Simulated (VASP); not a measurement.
Input of a VASP 6.6.1 run:

POSCAR

```
Ru
1.0
    2.6621497766      0.0000000000      0.0000000000
   -1.3310748883      2.3054893352      0.0000000000
    0.0000000000      0.0000000000      4.4234662687
Ru
2
Direct
    0.3333333333      0.6666666667      0.2500000000
    0.6666666667      0.3333333333      0.7500000000
```

INCAR.step1

```
SYSTEM = Ru
PREC = Accurate ; ENCUT = 520
ISMEAR = 0 ; SIGMA = 0.15
LREAL = .FALSE. ; LASPH = .TRUE.
NELM = 100 ; NBANDS = 21
GGA = PE ; ALGO = Normal
EDIFF = 1E-4 ; LWAVE = .TRUE.
LCHARG = .FALSE.
```

Contents of INCAR.step2:

```
SYSTEM = Ru
PREC = Accurate ; ENCUT = 520
EDIFF = 1E-6 ; ISMEAR = 0
SIGMA = 0.15 ; LREAL = .FALSE.
LASPH = .TRUE. ; NELM = 100
ALGO = Normal ; ISIF = 2
LWAVE = .FALSE. ; LCHARG = .TRUE.
METAGGA = R2SCAN ; LMIXTAU = .TRUE.
LELF = .TRUE. ; LVHAR = .TRUE.
NBANDS = 21 ; ISTART = 1
```

The input KPOINTS:

```
regular mesh
0
G
  24 24 12
  0 0 0
```

Potentials or basis: VASP PAW PBE potentials, release 64 (Ru_pv).

The run is started by

```sh
$ cat potpaw_PBE.64/Ru_pv/POTCAR > POTCAR
$ cp INCAR.step1 INCAR
$ mpirun -np 1 vasp_std > vasp.out
$ cp INCAR.step2 INCAR
$ mpirun -np 1 vasp_std > vasp.out
```

Question: What does it give for the band gap on the k mesh?

Answer: Zero (bands 14 and 15 overlap by 3.22 eV).

Question: Estimate the pressure.

Answer: -0.2 GPa.

Stress tensor (GPa, compression positive):
```
  8.08   0.00   0.00
  0.00   8.08   0.00
  0.00   0.00 -16.75
```

Caveat: the stress differs along the axes, from -17 to 8 GPa; the PAW data sets were made with another functional, which shifts forces and pressure a little.
